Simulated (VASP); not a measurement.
Crystal: SiF.

```
Si F
1.0
     3.02860    0.00000    0.00000
     0.00000    3.02860    0.00000
     0.00000    0.00000    3.02860
Si F
1 1
Direct
  0.50000 0.50000 0.50000
  0.00000 0.00000 0.00000
```

| Item | Value |
| --- | --- |
| Program | VASP 6.6.1 |
| Task | relaxation of cell and atoms |
| Functional | PBEsol |
| Dispersion | D3(BJ) |
| Potentials or basis | VASP PAW PBE potentials, release 64 (Si, F) |
| Cutoff | 600 eV |
| k mesh | 9 × 9 × 9 |
| Occupations | fermi-dirac, width 0.05 eV |
| Spin | no spin polarisation |

At the start: pressure -5.3 GPa; volume 13.89 Å³/atom.

Task: How do energy, volume and symmetry change on relaxing?

Result: Over 5 steps the energy falls by 13.0 meV/atom and the volume is 13.19 Å³/atom (-5.0 %); space group Pm-3m (No. 221, to 0.05 Å).

The path:
| step | energy change (eV) | largest force (eV/Å) | pressure (GPa) | volume (Å³) |
| --- | --- | --- | --- | --- |
| 1 | 0.0000 | 0.0000 | -5.34 | 27.78 |
| 2 | -0.0248 | 0.0000 | 0.82 | 25.96 |
| 3 | -0.0258 | 0.0000 | 0.41 | 26.22 |
| 4 | -0.0260 | 0.0000 | 0.15 | 26.32 |
| 5 | -0.0260 | 0.0000 | -0.03 | 26.38 |

Final structure:
```
Si F
1.0
     2.97685    0.00000    0.00000
     0.00000    2.97685    0.00000
     0.00000    0.00000    2.97685
Si F
1 1
Direct
  0.50000 0.50000 0.50000
  0.00000 0.00000 0.00000
```

Caveat: the PAW data sets were made with another functional, which shifts forces and pressure a little; an odd number of electrons without spin polarisation forces a metal; a magnetic or distorted state may lie lower; pairwise dispersion overbinds metals, which lowers pressure and volume.
